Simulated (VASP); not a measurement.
**Sb: single point with LDA**

The system is Sb.

```
CELL_PARAMETERS angstrom
3.37675 0.00000 0.00000
-1.68837 2.92435 0.00000
0.00000 0.00000 5.50639
ATOMIC_POSITIONS crystal
Sb 0.66667 0.33333 0.75000
Sb 0.33333 0.66667 0.25000
```

This isn't the form of Sb at room conditions, which is rhombohedral.

- Program: VASP 6.6.1
- Task: single point
- Functional: LDA
- Potentials or basis: VASP PAW LDA potentials, release 64 (Sb)
- Cutoff: 520 eV
- k mesh: 9 × 9 × 5
- Occupations: fermi-dirac, width 0.05 eV
- Spin: no spin polarisation

```json
{
 "Pressure": "-3.8 GPa",
 "Band gap on the k mesh": "zero (bands 5 and 6 overlap by 6.65 eV)"
}
```

Stress tensor (GPa, compression positive):
```
-3.63  0.00  0.00
 0.00 -3.63  0.00
 0.00  0.00 -4.02
```

Levels at points of the mesh, in eV from the Fermi level:
```csv
k point,band 1,band 2,band 3,band 4,band 5,band 6,band 7,band 8,band 9,band 10
"(0.00, 0.00, 0.00)",-12.77,-9.08,-5.63,3.55,3.55,5.13,5.13,5.35,7.70,8.99
```

Run time: 21 s on 1 thread of Intel Xeon 8259CL (shared host), peak memory 0.15 GiB.

Caveat: the cell stands under tension; spin-orbit coupling is left out, which moves the levels of the heavy elements.
